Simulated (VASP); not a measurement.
# ZrTi3C4 in VASP: notebook

Runs on ZrTi3C4. Level: PBE. Tasks: single point, relaxation of cell and atoms.

Everything below comes from runs of VASP 6.6.1. Logs are shortened: lines on timing, memory, paths and dates and some standing lists are left out, and cuts for length are marked.

## (1) The cell of the first run

The structure is tetragonal, space group I4/mmm (No. 139). The conventional cell has a = 4.805 Å, b = 4.805 Å, c = 9.611 Å, α = 90.00°, β = 90.00°, γ = 90.00°. Within 3.2 Å of Zr (site symmetry 4/mmm) lie 6 C at 2.40 Å. Within 3.2 Å of Ti (site symmetry 4/mmm) lie 6 C at 2.40 Å. Ti (site symmetry -4m2) has 6 C at 2.40 Å within 3.2 Å. C (site symmetry 4mm) has 5 Ti at 2.40 Å and 1 Zr at 2.40 Å within 3.2 Å. C (site symmetry mmm) has 2 Zr at 2.40 Å and 4 Ti at 2.40 Å within 3.2 Å.

## (2) Single point, PBE

File INCAR:

```
ALGO     = Normal         # electronic algorithm
EDIFF    = 1E-6           # SCF threshold, eV
ENCUT    = 520            # plane-wave cutoff, eV
GGA      = PE             # functional
ISIF     = 2              # what is computed and relaxed
ISMEAR   = 0              # smearing method
LASPH    = T              # aspherical terms in the spheres
LCHARG   = T              # write CHGCAR
LELF     = T              # ELF
LREAL    = F              # projectors in reciprocal space
LVHAR    = T            
LWAVE    = F              # write WAVECAR
NBANDS   = 42             # bands
NELM     = 100            # most SCF steps
PREC     = Accurate       # precision mode
SIGMA    = 0.1            # smearing width, eV
```

File KPOINTS:

```
k-points
0
Gamma
  6 6 6
```

File POSCAR:

```
ZrTi3C4
1.0
   -2.4027072700      2.4027072700      4.8054145400
    2.4027072700     -2.4027072700      4.8054145400
    2.4027072700      2.4027072700     -4.8054145400
Zr Ti C
1 3 4
Direct
    0.5000000000      0.5000000000      0.0000000000
    0.0000000000      0.0000000000      0.0000000000
    0.7500000000      0.2500000000      0.5000000000
    0.2500000000      0.7500000000      0.5000000000
    0.2500000000      0.2500000000      0.0000000000
    0.0000000000      0.5000000000      0.5000000000
    0.7500000000      0.7500000000      0.0000000000
    0.5000000000      0.0000000000      0.5000000000
```

Potentials or basis: VASP PAW PBE potentials, release 64 (Zr_sv, Ti_sv, C).

The run is started by

```sh
$ cat potpaw_PBE.64/Zr_sv/POTCAR potpaw_PBE.64/Ti_sv/POTCAR potpaw_PBE.64/C/POTCAR > POTCAR
$ mpirun -np 1 vasp_std > vasp.out
```

OUTCAR:

```text
EDIFF = 1E-6
   ENCUT = 520
   GGA = PE
   ISIF = 2
   ISMEAR = 0
   LASPH = T
   LREAL = F
   NELM = 100
   PREC = Accurate

 ion  position               nearest neighbor table
   1  0.500  0.500  0.000-   5 2.40   6 2.40   7 2.40   8 2.40   8 2.40   6 2.40   4 3.40   4 3.40
                             3 3.40   3 3.40   4 3.40   2 3.40   3 3.40   4 3.40   2 3.40   2 3.40
   2  0.000  0.000  0.000-   5 2.40   6 2.40   7 2.40   8 2.40   6 2.40   8 2.40   1 3.40   1 3.40
                             1 3.40   1 3.40
   3  0.750  0.250  0.500-   5 2.40   6 2.40   7 2.40   8 2.40   7 2.40   5 2.40   1 3.40   1 3.40
                             1 3.40   1 3.40
   4  0.250  0.750  0.500-   5 2.40   6 2.40   7 2.40   8 2.40   5 2.40   7 2.40   1 3.40   1 3.40
                             1 3.40   1 3.40
   5  0.250  0.250  0.000-   1 2.40   2 2.40   3 2.40   4 2.40   4 2.40   3 2.40
   6  0.000  0.500  0.500-   1 2.40   2 2.40   3 2.40   4 2.40   2 2.40   1 2.40
   7  0.750  0.750  0.000-   1 2.40   2 2.40   3 2.40   4 2.40   3 2.40   4 2.40
   8  0.500  0.000  0.500-   1 2.40   2 2.40   3 2.40   4 2.40   1 2.40   2 2.40

  LATTYP: Found a body centered tetragonal cell.
 ALAT       =     4.8054145400
 C/A-ratio  =     2.0000000000

  Lattice vectors:

 A1 = (  -2.4027072700,   2.4027072700,   4.8054145400)
 A2 = (   2.4027072700,  -2.4027072700,   4.8054145400)
 A3 = (   2.4027072700,   2.4027072700,  -4.8054145400)

Analysis of symmetry for initial positions (statically):
=====================================================================
 Subroutine PRICEL returns:
 Original cell was already a primitive cell.

 Routine SETGRP: Setting up the symmetry group for a
 body centered tetragonal supercell.

 Subroutine GETGRP returns: Found 16 space group operations
 (whereof 16 operations were pure point group operations)
 out of a pool of 16 trial point group operations.

The static configuration has the point symmetry D_4h.

Analysis of symmetry for dynamics (positions and initial velocities):
=====================================================================
 Subroutine PRICEL returns:
 Original cell was already a primitive cell.

 Routine SETGRP: Setting up the symmetry group for a
 body centered tetragonal supercell.

 Subroutine GETGRP returns: Found 16 space group operations
 (whereof 16 operations were pure point group operations)
 out of a pool of 16 trial point group operations.

The dynamic configuration has the point symmetry D_4h.

 Subroutine INISYM returns: Found 16 space group operations
 (whereof 16 operations are pure point group operations),
 and found     1 'primitive' translations

----------------------------------------------------------------------------------------

                                     Primitive cell

  volume of cell :     110.9667

  direct lattice vectors                    reciprocal lattice vectors
    -2.402707270  2.402707270  4.805414540     0.000000000  0.208098592  0.104049296
     2.402707270 -2.402707270  4.805414540     0.208098592  0.000000000  0.104049296
     2.402707270  2.402707270 -4.805414540     0.208098592  0.208098592  0.000000000

  length of vectors
     5.885406813  5.885406813  5.885406813     0.232661299  0.232661299  0.294295851

  position of ions in fractional coordinates (direct lattice)
     0.500000000  0.500000000  0.000000000
     0.000000000  0.000000000  0.000000000
     0.750000000  0.250000000  0.500000000
     0.250000000  0.750000000  0.500000000
     0.250000000  0.250000000  0.000000000
     0.000000000  0.500000000  0.500000000
     0.750000000  0.750000000  0.000000000
     0.500000000  0.000000000  0.500000000

  ion indices of the primitive-cell ions
   primitive index   ion index
                 1           1
                 2           2
                 3           3
                 4           4
                 5           5
                 6           6
                 7           7
                 8           8

----------------------------------------------------------------------------------------

 KPOINTS: k-points

Automatic generation of k-mesh.
 Grid dimensions read from file:
 generate k-points for:    6    6    6

 Generating k-lattice:

  Cartesian coordinates                     Fractional coordinates (reciprocal lattice)
     0.000000000  0.034683099  0.017341549     0.166666667  0.000000000  0.000000000
     0.034683099  0.000000000  0.017341549     0.000000000  0.166666667  0.000000000
     0.034683099  0.034683099  0.000000000     0.000000000  0.000000000  0.166666667

  Length of vectors
     0.038776883  0.038776883  0.049049309

  Shift w.r.t. Gamma in fractional coordinates (k-lattice)
     0.000000000  0.000000000  0.000000000

 Subroutine IBZKPT returns following result:
 ===========================================

 Found     30 irreducible k-points:

 Following reciprocal coordinates:
            Coordinates               Weight
[... 37 lines left out ...]
   TEBEG  =    0.0;   TEEND  =   0.0 temperature during run
   PSTRESS=    0.0 pullay stress
   NELECT =      64.0000    total number of electrons
   NUPDOWN=      -1.0000    fix difference up-down
   EMIN   =  10.00;   EMAX   =-10.00  energy-range for DOS
   EFERMI =   0.00;   METHOD = LEGACY
   ISMEAR =     0;   SIGMA  =   0.10  broadening in eV -4-tet -1-fermi 0-gaus
   EFERMI_NEDOS =   21; number of points for ismear=-14 and -15
   IALGO  =     38    algorithm
   IMIX   =      4    mixing-type and parameters
     AMIX     =   0.40;   BMIX     =  1.00
     AMIX_MAG =   1.60;   BMIX_MAG =  1.00
  volume/ion in A,a.u.               =      13.87        93.61
  Fermi-wavevector in a.u.,A,eV,Ry     =   1.362712  2.575152 25.265788  1.856983
  Thomas-Fermi vector in A             =   2.489178
   LORBIT       =      0    0 simple, 1 ext, 2 COOP (PROOUT), +10 PAW based schemes
   GGA     = PE    functional components
   LHFCALC =     F    Hartree Fock is set to
   AEXX    =    0.0000 exact exchange contribution
   IVDW    =     0    specifies the selected vdW correction
   LEPSILON=     F    determine dielectric tensor
   LRPA    =     F    only Hartree local field effects (RPA)
 non-spin polarized calculation
 Gauss-broadening in eV      SIGMA  =   0.10
  energy-cutoff  :      520.00
  volume of cell :      110.97
 maximum number of plane-waves:      3016
 NGX is ok and might be reduce to    48
   NGX = 21   NGY = 21   NGZ = 21

 number of electron      64.0000003 magnetization

 Free energy of the ion-electron system (eV)
  ---------------------------------------------------
  ext. energy  EPLUGINS =         0.00000000
  ---------------------------------------------------
  free energy    TOTEN  =       -72.01272309 eV

  energy without entropy =      -72.00402506  energy(sigma->0) =      -72.00837408

 E-fermi :   6.8604     XC(G=0): -11.3258

 val. band max:        6.8101762938   @ k =   0.5000   0.5000   0.5000
 cond. band min:       6.8665792555   @ k =  -0.3333   0.5000   0.3333
 fundamental gap:      0.0564029616
 Fermi energy:         6.8604406236

 k-point     1 :       0.0000    0.0000    0.0000
  band No.  band energies     occupation
      1     -50.5730      2.00000
      2     -50.5601      2.00000
      3     -50.5388      2.00000
      4     -41.6019      2.00000
      5     -26.7942      2.00000
      6     -26.7920      2.00000
[... 34 lines left out ...]
     41       8.8606      0.00000
     42       8.8698      0.00000

 k-point     2 :       0.1667    0.0000    0.0000
  band No.  band energies     occupation
      1     -50.5720      2.00000
      2     -50.5608      2.00000
      3     -50.5391      2.00000
      4     -41.6019      2.00000
      5     -26.7988      2.00000
      6     -26.7885      2.00000
[... 34 lines left out ...]
     41       8.9261      0.00000
     42       9.2104      0.00000

 k-point     3 :       0.3333    0.0000    0.0000
  band No.  band energies     occupation
      1     -50.5693      2.00000
      2     -50.5629      2.00000
      3     -50.5398      2.00000
      4     -41.6019      2.00000
      5     -26.7944      2.00000
      6     -26.7793      2.00000
[... 897 lines left out ...]
      4     -41.6019      2.00000
      5     -26.8030      2.00000
      6     -26.7823      2.00000
[... 34 lines left out ...]
     41       9.1805      0.00000
     42       9.5405      0.00000

 k-point    24 :      -0.1667   -0.3333    0.1667
  band No.  band energies     occupation
      1     -50.5713      2.00000
      2     -50.5608      2.00000
      3     -50.5398      2.00000
      4     -41.6019      2.00000
      5     -26.7954      2.00000
      6     -26.7937      2.00000
[... 34 lines left out ...]
     41       9.1341      0.00000
     42       9.2209      0.00000

 [... further k-points ...]
[... 5 lines left out ...]
  --------------------------------------------------------------------------------------
  -------------------------------------------------------------------------------------
  Total      -23.6058182    -23.6058182    -23.7820820      0.0000000      0.0000000      0.0000000
  in kB     -340.8294133   -340.8294133   -343.3743737      0.0000000      0.0000000      0.0000000
  external PRESSURE =    -341.6777334 kB  Pullay stress =       0.0000000 kB

 VOLUME and BASIS-vectors are now :
 -----------------------------------------------------------------------------
  energy-cutoff  :      520.00
  volume of cell :      110.97
      direct lattice vectors                 reciprocal lattice vectors
    -2.402707270  2.402707270  4.805414540     0.000000000  0.208098592  0.104049296
     2.402707270 -2.402707270  4.805414540     0.208098592  0.000000000  0.104049296
     2.402707270  2.402707270 -4.805414540     0.208098592  0.208098592  0.000000000

 POSITION                                       TOTAL-FORCE (eV/Angst)
 -----------------------------------------------------------------------------------
      0.00000      0.00000      4.80541         0.000000      0.000000     -0.000000
      0.00000      0.00000      0.00000         0.000000      0.000000     -0.000000
      0.00000      2.40271      2.40271         0.000000      0.000000     -0.000000
      2.40271      0.00000      2.40271         0.000000      0.000000      0.000000
      0.00000      0.00000      2.40271        -0.000000     -0.000000     -0.425745
      2.40271      0.00000      0.00000         0.000000      0.000000     -0.000000
      0.00000      0.00000      7.20812        -0.000000     -0.000000      0.425745
      0.00000      2.40271      0.00000         0.000000      0.000000     -0.000000
 -----------------------------------------------------------------------------------
    total drift:                                0.000000     -0.000000      0.000000

  FREE ENERGIE OF THE ION-ELECTRON SYSTEM (eV)
  ---------------------------------------------------
  free  energy   TOTEN  =       -72.0127230906 eV

  energy  without entropy=      -72.0040250649  energy(sigma->0) =      -72.00837408
```

It took 3 min on 1 thread of Intel Xeon Platinum 8488C (Sapphire Rapids), shared host; peak memory 0.39 GiB.

What came out:

```yaml
Free_energy: -72.0127 eV
Pressure: -34.2 GPa
Largest_force: 0.426 eV/Å
Band_gap_on_the_k_mesh: zero (band 32 reaches 7.42 eV, above the bottom of band 33 at 6.54 eV)
```

Forces in eV/Å, atoms in the order of the input:
```
Zr   0.000  0.000  0.000
Ti   0.000  0.000  0.000
Ti   0.000  0.000  0.000
Ti   0.000  0.000  0.000
C    0.000  0.000 -0.426
C    0.000  0.000  0.000
C    0.000  0.000  0.426
C    0.000  0.000  0.000
```

Stress tensor (GPa, compression positive):
```
-34.08   0.00   0.00
  0.00 -34.08   0.00
  0.00   0.00 -34.34
```

## (3) Relaxation of cell and atoms, PBE

File INCAR:

```
SYSTEM = ZrTi3C4
  PREC = Accurate
  ENCUT = 600
  EDIFF = 1E-6
  ISMEAR = 0
  SIGMA = 0.1
  LREAL = .False.
  LASPH = .True.
  NELM = 100
  ALGO = Normal
  ISIF = 3
  LWAVE = .False.
  LCHARG = .False.
  GGA = PE
  IBRION = 2
  NSW = 90
  EDIFFG = -0.04
```

File KPOINTS:

```
regular mesh
0
Gamma
  6 6 6
  0 0 0
```

POSCAR is that of step 2.

Potentials or basis: VASP PAW PBE potentials, release 64 (Zr_sv, Ti_sv, C).

The run is started by

```sh
$ cat potpaw_PBE.64/Zr_sv/POTCAR potpaw_PBE.64/Ti_sv/POTCAR potpaw_PBE.64/C/POTCAR > POTCAR
$ mpirun -np 1 vasp_std > vasp.out
```

It took 16 min on 1 thread of Intel Xeon Platinum 8488C (Sapphire Rapids), shared host; peak memory 0.44 GiB.

It converged, with:

* Free energy: -75.0903 eV
* Relaxed volume: 10.97 Å³/atom
* Relaxed cell: a = 5.436 Å, b = 5.436 Å, c = 5.436 Å, α = 131.70°, β = 131.70°, γ = 70.70°
* Space group after relaxing (to 0.05 Å): I4/mmm (No. 139)
* Energy gained by relaxing: 384.5 meV/atom
* Ionic steps: 9
* Pressure after relaxing: -0.1 GPa
* Band gap on the k mesh: zero (band 32 reaches 10.07 eV, above the bottom of band 33 at 9.06 eV)

Forces in eV/Å, atoms in the order of the input:
```
Zr   0.000  0.000  0.000
Ti   0.000  0.000  0.000
Ti   0.000  0.000  0.000
Ti   0.000  0.000  0.000
C    0.000  0.000  0.003
C    0.000  0.000  0.000
C    0.000  0.000 -0.003
C    0.000  0.000  0.000
```

Stress tensor (GPa, compression positive):
```
 0.02  0.00  0.00
 0.00  0.02  0.00
 0.00  0.00 -0.46
```

Step by step:
```
step  energy change (eV)  largest force (eV/Å)  pressure (GPa)  volume (Å³)
   1              0.0000                0.4261          -34.26       110.97
   2              0.8878                1.3528           84.96        69.82
   3             -3.0292                0.8488           -2.36        88.69
   4             -3.0363                0.8654           -0.43        87.95
   5             -3.0363                0.8752            0.72        87.53
   6             -3.0743                0.1213            0.80        87.39
   7             -3.0750                0.0057            0.86        87.37
   8             -3.0753                0.0097           -1.00        88.06
   9             -3.0764                0.0026           -0.14        87.74
```

Final structure:
```
Zr Ti C
1.0
    -2.22416    2.22416    4.43405
     2.22416   -2.22416    4.43405
     2.22416    2.22416   -4.43405
Zr Ti C
1 3 4
Direct
  0.50000 0.50000 0.00000
  0.00000 0.00000 0.00000
  0.75000 0.25000 0.50000
  0.25000 0.75000 0.50000
  0.24395 0.24395 0.00000
  0.00000 0.50000 0.50000
  0.75605 0.75605 0.00000
  0.50000 0.00000 0.50000
```

Levels at points of the mesh, in eV from the Fermi level:
```tsv
k point	band 28	band 29	band 30	band 31	band 32	band 33	band 34	band 35	band 36	band 37
(0.00, 0.00, 0.00)	-1.63	0.03	0.03	0.70	0.70	0.73	1.39	1.39	1.40	1.69
(0.50, 0.00, 0.00)	-2.20	-1.91	-1.73	-1.72	-1.56	1.06	1.17	2.27	2.39	2.54
(0.50, 0.50, 0.00)	-2.78	-2.76	-2.54	-2.42	-2.24	1.88	2.30	2.68	2.80	2.84
(0.50, 0.50, 0.50)	-0.57	-0.48	-0.48	-0.43	-0.43	-0.31	0.12	0.12	0.23	1.94
```

Caveat: the volume moved by over 15 % at a fixed basis, so the end points are rough.

## (4) Single point, PBE

This run uses another cell than the first one, of 10.95 Å³/atom, 0.790 times its volume.

File INCAR:

```
  ALGO = Normal
  EDIFF = 1E-7
  ENCUT = 520
  GGA = PE
  ISIF = 2
  ISMEAR = 0
  LASPH = T
  LCHARG = T
  LELF = T
  LREAL = F
  LVHAR = T
  LWAVE = F
  NBANDS = 42
  NELM = 100
  PREC = Accurate
  SIGMA = 0.2
```

File KPOINTS:

```
k-points
0
Gamma
  6 6 6
```

File POSCAR:

```
ZrTi3C4
1.0
    4.4483316326     -0.0004732445      0.0007868059
   -0.0004725767      4.4480405533      0.0014299309
   -2.2231631623     -2.2223889955      4.4278246787
Zr Ti C
1 3 4
Direct
    0.5000025860      0.5000062389      0.9999994908
    0.9999984383      1.0000103689      0.9999941059
    0.2500011733      0.7500555761      0.4999983407
    0.7500375421      0.2499642362      0.5000083798
    0.2439052317      0.2438927826      0.4878442653
    0.4999980911      0.0000023945     -0.0000061595
    0.7560563083      0.7560877635      0.5121712133
    0.0000006293      0.4999806393     -0.0000096361
```

The run is started by

```sh
$ cat potpaw_PBE.64/Zr_sv/POTCAR potpaw_PBE.64/Ti_sv/POTCAR potpaw_PBE.64/C/POTCAR > POTCAR
$ mpirun -np 1 vasp_std > vasp.out
```

Run time: 6.4 min. Hardware: 1 thread of Intel Xeon Platinum 8488C (Sapphire Rapids), shared host; peak memory 0.48 GiB.

It converged, with:

| Quantity | Value |
| --- | --- |
| Free energy | -75.0727 eV |
| Pressure | 0.3 GPa |
| Band gap on the k mesh | zero (band 32 reaches 10.09 eV, above the bottom of band 33 at 9.08 eV) |

Forces in eV/Å, atoms in the order of the input:
```
Zr   0.000  0.000  0.000
Ti   0.000 -0.001  0.001
Ti  -0.001 -0.001  0.000
Ti  -0.001  0.000  0.000
C    0.000  0.001  0.001
C    0.000  0.000  0.000
C    0.002  0.000 -0.002
C    0.000  0.001  0.000
```

Stress tensor (GPa, compression positive):
```
 0.26  0.03 -0.05
 0.03  0.28 -0.10
-0.05 -0.10  0.36
```

Levels at points of the mesh, in eV from the Fermi level:
| k point | band 29 | band 30 | band 31 | band 32 | band 33 | band 34 | band 35 | band 36 |
| --- | --- | --- | --- | --- | --- | --- | --- | --- |
| (0.00, 0.00, 0.00) | 0.03 | 0.03 | 0.71 | 0.71 | 0.74 | 1.40 | 1.40 | 1.41 |
| (0.50, 0.00, 0.00) | -1.91 | -1.72 | -1.71 | -1.55 | 1.07 | 1.18 | 2.28 | 2.40 |
| (0.00, 0.50, 0.00) | -1.91 | -1.72 | -1.71 | -1.55 | 1.07 | 1.18 | 2.28 | 2.40 |
| (0.50, 0.50, 0.00) | -2.75 | -2.53 | -2.41 | -2.23 | 1.88 | 2.31 | 2.69 | 2.81 |
| (0.00, 0.00, 0.50) | -0.48 | -0.48 | -0.43 | -0.43 | -0.30 | 0.12 | 0.12 | 0.24 |
| (0.50, 0.00, 0.50) | -1.91 | -1.72 | -1.71 | -1.55 | 1.07 | 1.18 | 2.28 | 2.40 |
| (0.00, 0.50, 0.50) | -1.91 | -1.72 | -1.71 | -1.55 | 1.07 | 1.18 | 2.28 | 2.40 |
| (0.50, 0.50, 0.50) | -2.75 | -2.53 | -2.42 | -2.23 | 1.88 | 2.31 | 2.69 | 2.81 |

## (5) The runs side by side

```csv
task,cell,cutoff (eV),smearing,gap on the mesh (eV),pressure (GPa)
single point,"a = 5.885 Å, angles 131.8, 131.8, 70.5°, 8 atoms",520,gaussian 0.1 eV,none,-34.2
relaxation of cell and atoms,"relaxed from a = 5.885 Å, angles 131.8, 131.8, 70.5°, 8 atoms",600,gaussian 0.1 eV,none,-0.1
single point,"a = 4.448, b = 4.448, c = 5.430 Å, angles 114.1, 114.2, 90.0°, 8 atoms",520,gaussian 0.2 eV,none,0.3
```

Alike in all rows: level PBE; potentials or basis VASP PAW PBE potentials, release 64 (Zr_sv, Ti_sv, C); no spin polarisation; k mesh 6 × 6 × 6.

Caveats: the volume moved by over 15 % at a fixed basis, so the end points are rough (some runs).

Absolute energies hang on the potentials; compare differences alone.
